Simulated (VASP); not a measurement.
The system is ZrSi7.

```
Zr Si
1.0
     0.00000    3.89000    3.89000
     3.89000    0.00000    3.89000
     3.89000    3.89000    0.00000
Zr Si
1 7
Direct
  0.00000 0.00000 0.00000
  0.00000 0.50000 0.50000
  0.50000 0.00000 0.50000
  0.50000 0.50000 0.50000
  0.00000 0.00000 0.50000
  0.50000 0.00000 0.00000
  0.00000 0.50000 0.00000
  0.50000 0.50000 0.00000
```

```yaml
Program: VASP 6.6.1
Task: relaxation of cell and atoms
Functional: PBE
Potentials_or_basis: VASP PAW PBE potentials, release 64 (Zr_sv, Si)
Cutoff: 600 eV
k_mesh: 4 × 4 × 4
Occupations: gaussian, width 0.2 eV
Spin: no spin polarisation
```

At the start: pressure 4.6 GPa; volume 14.72 Å³/atom.

How do energy, volume and symmetry change on relaxing?

Over 3 steps the energy falls by 8.6 meV/atom and the volume is 15.34 Å³/atom (+4.3 %); space group Fm-3m (No. 225, to 0.05 Å).

The path:
```tsv
step	energy change (eV)	largest force (eV/Å)	pressure (GPa)	volume (Å³)
1	0.0000	0.0000	4.58	117.73
2	-0.0562	0.0000	-1.79	125.04
3	-0.0692	0.0000	0.01	122.74
```

Final structure:
```
CELL_PARAMETERS angstrom
0.00000 3.94447 3.94447
3.94447 0.00000 3.94447
3.94447 3.94447 0.00000
ATOMIC_POSITIONS crystal
Zr 0.00000 0.00000 0.00000
Si 0.00000 0.50000 0.50000
Si 0.50000 0.00000 0.50000
Si 0.50000 0.50000 0.50000
Si 0.00000 0.00000 0.50000
Si 0.50000 0.00000 0.00000
Si 0.00000 0.50000 0.00000
Si 0.50000 0.50000 0.00000
```
